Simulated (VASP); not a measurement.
# ZnReH: single point with PBE

The system is ZnReH.

```xyz
3
Lattice="2.7864 0.0000 0.0000 0.0000 2.7864 0.0000 0.0000 0.0000 4.1485" Properties=species:S:1:pos:R:3 pbc="T T T"
Zn    1.3932    1.3932    2.0743
Re    0.0000    0.0000    0.0000
H     1.3932    1.3932    0.0000
```

The cell was built from a structure type or drawn by symmetry, and may not be a known phase.

```json
{"Program": "VASP 6.6.1", "Task": "single point", "Functional": "PBE", "Potentials or basis": "VASP PAW PBE potentials, release 64 (Zn, Re, H)", "Cutoff": "520 eV", "k mesh": "6 × 6 × 4", "Occupations": "gaussian, width 0.1 eV", "Spin": "collinear spin", "Starting moments": "[0.0, 1.0, 0.0] μB"}
```

The pressure is 1.4 GPa and the net moment is 0.79 μB per cell. The site moments are Zn +0.01; Re +0.74; H +0.00 μB. The valence electrons inside the program's atomic spheres are Zn 10.80; Re 5.96; H 0.55.

Stress tensor (GPa, compression positive):
```
0.31 0.00 0.00
0.00 0.31 0.00
0.00 0.00 3.48
```

Levels at points of the mesh, in eV from the Fermi level:
Spin up:
| k point | band 7 | band 8 | band 9 | band 10 | band 11 | band 12 | band 13 | band 14 |
| --- | --- | --- | --- | --- | --- | --- | --- | --- |
| (0.00, 0.00, 0.00) | -5.31 | -4.24 | -0.93 | 0.75 | 0.75 | 1.80 | 5.16 | 9.17 |
| (0.50, 0.00, 0.00) | -5.76 | -4.31 | -3.41 | -1.27 | 1.04 | 1.10 | 4.35 | 6.81 |
| (0.50, 0.50, 0.00) | -1.87 | -1.87 | -0.78 | 0.13 | 0.13 | 4.10 | 5.11 | 5.38 |
| (0.00, 0.00, 0.50) | -6.95 | -4.35 | -2.10 | 0.20 | 0.20 | 1.79 | 9.64 | 10.55 |
| (0.50, 0.00, 0.50) | -5.33 | -4.43 | -2.20 | -1.05 | -0.21 | 1.03 | 3.79 | 5.58 |
| (0.50, 0.50, 0.50) | -3.84 | -3.84 | 0.18 | 1.82 | 4.10 | 4.39 | 4.39 | 5.61 |
Spin down:
```csv
k point,band 6,band 7,band 8,band 9,band 10,band 11,band 12,band 13
"(0.00, 0.00, 0.00)",-6.94,-5.10,-3.82,-0.81,1.18,1.18,2.42,5.48
"(0.50, 0.00, 0.00)",-5.73,-5.71,-3.99,-2.99,-0.70,1.12,1.49,4.78
"(0.50, 0.50, 0.00)",-6.32,-1.49,-1.49,-0.36,0.22,0.22,4.53,5.18
"(0.00, 0.00, 0.50)",-7.05,-6.93,-3.92,-1.66,0.61,0.61,2.41,9.78
"(0.50, 0.00, 0.50)",-6.45,-5.19,-4.02,-2.15,-0.47,0.28,1.47,3.99
"(0.50, 0.50, 0.50)",-6.71,-3.55,-3.55,0.72,1.83,4.53,4.69,4.69
```

Wall time 49 s on 1 thread of Intel(R) Xeon(R) Platinum 8259CL CPU @ 2.50GHz (Skylake/Cascade Lake), on a shared host, peak memory 0.18 GiB.

Caveat: the k points lie up to 0.38 Å⁻¹ apart; spin-orbit coupling is left out, which moves the levels of the heavy elements.
